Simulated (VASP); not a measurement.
# Zn2CdSe3 (P6_3mc) in VASP: single point with PBEsol

Aim: the single point of Zn2CdSe3 with PBEsol.

Everything below comes from runs of VASP 6.6.1. Logs are shortened: lines on timing, memory, paths and dates and some standing lists are left out, and cuts for length are marked.

## 1. The cell of the first run

Symmetry: P6_3mc, No. 186, hexagonal system. Conventional cell: a = 4.148 Å, b = 4.148 Å, c = 20.570 Å, α = 90.00°, β = 90.00°, γ = 120.00°. Within 3.3 Å of Zn (site symmetry 3m) lie 4 Se at 2.48 to 2.52 Å. Zn (site symmetry 3m) has 4 Se at 2.49 to 2.52 Å within 3.3 Å. Cd (site symmetry 3m) has 4 Se at 2.63 to 2.67 Å within 3.5 Å. Se (site symmetry 3m) has 1 Zn at 2.48 Å and 3 Cd at 2.63 Å within 3.3 Å. Se (site symmetry 3m) has 4 Zn at 2.49 to 2.52 Å within 3.3 Å. Within 3.3 Å of Se (site symmetry 3m) lie 3 Zn at 2.52 Å and 1 Cd at 2.67 Å.

## 2. Single point, PBEsol

Contents of POSCAR:

```
Zn2CdSe3
1.0
    4.1484554214      0.0000000000      0.0000000000
   -2.0742277107      3.5926677814      0.0000000000
    0.0000000000      0.0000000000     20.5700491000
Zn Cd Se
4 2 6
Direct
    0.3333333333      0.6666666667      0.9976820000
    0.3333333333      0.6666666667      0.3387040000
    0.6666666667      0.3333333333      0.4976820000
    0.6666666667      0.3333333333      0.8387040000
    0.3333333333      0.6666666667      0.6705410000
    0.6666666667      0.3333333333      0.1705410000
    0.3333333333      0.6666666667      0.1181550000
    0.3333333333      0.6666666667      0.4596600000
    0.3333333333      0.6666666667      0.8002580000
    0.6666666667      0.3333333333      0.3002580000
    0.6666666667      0.3333333333      0.6181550000
    0.6666666667      0.3333333333      0.9596600000
```

Contents of INCAR.step1:

```
PREC = Accurate
ENCUT = 400
EDIFF = 1E-6
ISMEAR = 0
SIGMA = 0.02
LREAL = False
LASPH = True
NELM = 120
ALGO = Normal
ISIF = 2
LWAVE = False
LCHARG = True
GGA = PS
NBANDS = 66
GGA_COMPAT = False
NEDOS = 2001
LORBIT = 11
```

Contents of KPOINTS.step1:

```
Automatic mesh
0
Gamma
  6 6 2
```

Contents of INCAR.step2:

```
PREC = Accurate
ENCUT = 400
EDIFF = 1E-6
ISMEAR = -5
SIGMA = 0.02
LREAL = False
LASPH = True
NELM = 120
ALGO = Normal
ISIF = 2
LWAVE = False
LCHARG = False
GGA = PS
LORBIT = 10
NBANDS = 66
NEDOS = 1001
ICHARG = 11
GGA_COMPAT = False
```

Contents of KPOINTS.step2:

```
Automatic mesh
0
Gamma
  9 9 3
```

Potentials or basis: VASP PAW PBE potentials, release 64 (Zn, Cd, Se).

Command:

```console
$ cat potpaw_PBE.64/Zn/POTCAR potpaw_PBE.64/Cd/POTCAR potpaw_PBE.64/Se/POTCAR > POTCAR
$ cp INCAR.step1 INCAR
$ cp KPOINTS.step1 KPOINTS
$ mpirun -np 1 vasp_std > vasp.out
$ cp INCAR.step2 INCAR
$ cp KPOINTS.step2 KPOINTS
$ mpirun -np 1 vasp_std > vasp.out
```

OUTCAR:

```text
PREC = Accurate
   ENCUT = 400
   EDIFF = 1E-6
   ISMEAR = -5
   LREAL = False
   LASPH = True
   NELM = 120
   ISIF = 2
   GGA = PS
   LORBIT = 10
   ICHARG = 11

 ion  position               nearest neighbor table
   1  0.333  0.667  0.998-   7 2.48  12 2.52  12 2.52  12 2.52
   2  0.333  0.667  0.339-   8 2.49  10 2.52  10 2.52  10 2.52
   3  0.667  0.333  0.498-  11 2.48   8 2.52   8 2.52   8 2.52
   4  0.667  0.333  0.839-  12 2.49   9 2.52   9 2.52   9 2.52
   5  0.333  0.667  0.671-  11 2.63  11 2.63  11 2.63   9 2.67
   6  0.667  0.333  0.171-   7 2.63   7 2.63   7 2.63  10 2.67
   7  0.333  0.667  0.118-   1 2.48   6 2.63   6 2.63   6 2.63
   8  0.333  0.667  0.460-   2 2.49   3 2.52   3 2.52   3 2.52
   9  0.333  0.667  0.800-   4 2.52   4 2.52   4 2.52   5 2.67
  10  0.667  0.333  0.300-   2 2.52   2 2.52   2 2.52   6 2.67
  11  0.667  0.333  0.618-   3 2.48   5 2.63   5 2.63   5 2.63
  12  0.667  0.333  0.960-   4 2.49   1 2.52   1 2.52   1 2.52

  LATTYP: Found a hexagonal cell.
 ALAT       =     4.1484554214
 C/A-ratio  =     4.9584838236

  Lattice vectors:

 A1 = (   4.1484554214,   0.0000000000,   0.0000000000)
 A2 = (  -2.0742277107,   3.5926677814,   0.0000000000)
 A3 = (   0.0000000000,   0.0000000000,  20.5700491000)

Analysis of symmetry for initial positions (statically):
=====================================================================
 Subroutine PRICEL returns:
 Original cell was already a primitive cell.

 Routine SETGRP: Setting up the symmetry group for a
 hexagonal supercell.

 Subroutine GETGRP returns: Found 12 space group operations
 (whereof  6 operations were pure point group operations)
 out of a pool of 24 trial point group operations.

The static configuration has the point symmetry C_3v.
 The point group associated with its full space group is C_6v.

Analysis of symmetry for dynamics (positions and initial velocities):
=====================================================================
 Subroutine PRICEL returns:
 Original cell was already a primitive cell.

 Routine SETGRP: Setting up the symmetry group for a
 hexagonal supercell.

 Subroutine GETGRP returns: Found 12 space group operations
 (whereof  6 operations were pure point group operations)
 out of a pool of 24 trial point group operations.

The dynamic configuration has the point symmetry C_3v.
 The point group associated with its full space group is C_6v.

[... 144 lines left out ...]
   GGA     = PS    functional components
   LHFCALC =     F    Hartree Fock is set to
   AEXX    =    0.0000 exact exchange contribution
   IVDW    =     0    specifies the selected vdW correction
   LEPSILON=     F    determine dielectric tensor
   LRPA    =     F    only Hartree local field effects (RPA)
 non-spin polarized calculation
 Fermi weights with tetrahedron method with Bloechl corrections
  energy-cutoff  :      400.00
  volume of cell :      306.58
 maximum number of plane-waves:      5598
 NGX is ok and might be reduce to    28

 number of electron     108.0000047 magnetization

 Free energy of the ion-electron system (eV)
  ---------------------------------------------------
  ext. energy  EPLUGINS =         0.00000000
  ---------------------------------------------------
  free energy    TOTEN  =       -39.01054334 eV

  energy without entropy =      -39.01054334  energy(sigma->0) =      -39.01054334

 E-fermi :   1.0569     XC(G=0):  -9.1861

 val. band max:        1.0453552245   @ k =   0.0000   0.0000   0.0000
 cond. band min:       1.6589191619   @ k =   0.0000   0.0000   0.0000
 fundamental gap:      0.6135639374
 Fermi energy:         1.0569473111

 k-point     1 :       0.0000    0.0000    0.0000
  band No.  band energies     occupation
      1     -11.9248      2.00000
      2     -11.8680      2.00000
      3     -11.6527      2.00000
      4     -11.5144      2.00000
      5     -11.3379      2.00000
      6     -11.2553      2.00000
[... 1645 lines left out ...]
     65       7.1722      0.00000
     66       7.1823      0.00000

------------------------ aborting loop because EDIFF is reached ----------------------------------------

  FORCE on cell =-STRESS in cart. coord.  units (eV):
  Direction    XX          YY          ZZ          XY          YZ          ZX
  --------------------------------------------------------------------------------------
  -------------------------------------------------------------------------------------
  Total       -5.6072502     -5.6072502     -5.7298571      0.0000000      0.0000000      0.0000000
  in kB      -29.3036488    -29.3036488    -29.9443962      0.0000000      0.0000000      0.0000000
  external PRESSURE =     -29.5172313 kB  Pullay stress =       0.0000000 kB

 VOLUME and BASIS-vectors are now :
 -----------------------------------------------------------------------------
  energy-cutoff  :      400.00
  volume of cell :      306.58
      direct lattice vectors                 reciprocal lattice vectors
     4.148455421  0.000000000  0.000000000     0.241053573  0.139172345  0.000000000
    -2.074227711  3.592667781  0.000000000     0.000000000  0.278344690  0.000000000
     0.000000000  0.000000000 20.570049100     0.000000000  0.000000000  0.048614371

 POSITION                                       TOTAL-FORCE (eV/Angst)
 -----------------------------------------------------------------------------------
     -0.00000      2.39511     20.52237         0.000000      0.000000      0.007439
     -0.00000      2.39511      6.96716         0.000000      0.000000      0.012420
      2.07423      1.19756     10.23734        -0.000000      0.000000      0.007439
      2.07423      1.19756     17.25218        -0.000000     -0.000000      0.012420
     -0.00000      2.39511     13.79306        -0.000000     -0.000000     -0.043085
      2.07423      1.19756      3.50804        -0.000000      0.000000     -0.043085
     -0.00000      2.39511      2.43045         0.000000      0.000000      0.023576
     -0.00000      2.39511      9.45523        -0.000000      0.000000     -0.009732
     -0.00000      2.39511     16.46135         0.000000     -0.000000      0.009382
      2.07423      1.19756      6.17632        -0.000000      0.000000      0.009382
      2.07423      1.19756     12.71548        -0.000000      0.000000      0.023576
      2.07423      1.19756     19.74025        -0.000000     -0.000000     -0.009732
 -----------------------------------------------------------------------------------
    total drift:                                0.000000     -0.000000      0.002362

  FREE ENERGIE OF THE ION-ELECTRON SYSTEM (eV)
  ---------------------------------------------------
  free  energy   TOTEN  =       -39.0105433382 eV

  energy  without entropy=      -39.0105433382  energy(sigma->0) =      -39.01054334

 total charge

# of ion       s       p       d       tot
------------------------------------------
    1        0.522   0.396   9.779  10.697
    2        0.523   0.396   9.779  10.698
    3        0.522   0.396   9.779  10.697
    4        0.523   0.396   9.779  10.698
    5        0.449   0.320   9.546  10.315
    6        0.449   0.320   9.546  10.315
    7        1.444   2.388   0.024   3.857
    8        1.442   2.372   0.025   3.839
    9        1.443   2.363   0.023   3.829
   10        1.443   2.363   0.023   3.829
   11        1.444   2.388   0.024   3.857
   12        1.442   2.372   0.025   3.839
--------------------------------------------------
tot         11.645  16.471  58.352  86.468
```

It took 11 min on 1 thread of Oxide Virtual Turin-like, shared host; peak memory 0.42 GiB.

Results:

```yaml
Valence_electrons_inside_the_program's_atomic_spheres: Zn 10.70; Cd 10.31; Se 3.86, 3.84, 3.83 (each value once)
```

Levels at points of the mesh, in eV from the valence-band top:
```csv
k point,band 50,band 51,band 52,band 53,band 54,band 55,band 56,band 57,band 58,band 59
"(0.00, 0.00, 0.00)",-0.26,-0.08,-0.08,0.00,0.00,0.61,1.78,1.92,1.99,2.42
```

Caveat: the PAW data sets were made with another functional, which shifts forces and pressure a little.
